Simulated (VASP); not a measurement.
A run of VASP 6.6.1 is set up as follows.

INCAR

```
  PREC = Accurate
  ENCUT = 520
  EDIFF = 1E-6
  ISMEAR = 1
  SIGMA = 0.3
  LREAL = False
  LASPH = True
  NELM = 80
  ALGO = Normal
  ISIF = 2
  LWAVE = False
  LCHARG = True
  GGA = CA
  LELF = True
  LVHAR = True
  NBANDS = 18
```

File KPOINTS:

```
Automatic mesh
0
Gamma
  6 6 6
```

The input POSCAR:

```
Sb2Au
1.0
    0.0000000000      3.3573230968      3.3573230968
    3.3573230968      0.0000000000      3.3573230968
    3.3573230968      3.3573230968      0.0000000000
Sb Au
2 1
Direct
    0.2500000000      0.2500000000      0.2500000000
    0.7500000000      0.7500000000      0.7500000000
    0.0000000000      0.0000000000      0.0000000000
```

Potentials or basis: VASP PAW LDA potentials, release 64 (Sb, Au).

Launch:

```bash
$ cat potpaw_LDA.64/Sb/POTCAR potpaw_LDA.64/Au/POTCAR > POTCAR
$ mpirun -np 1 vasp_std > vasp.out
```

(1) Predict the pressure.

Results:

(1) 0.7 GPa.
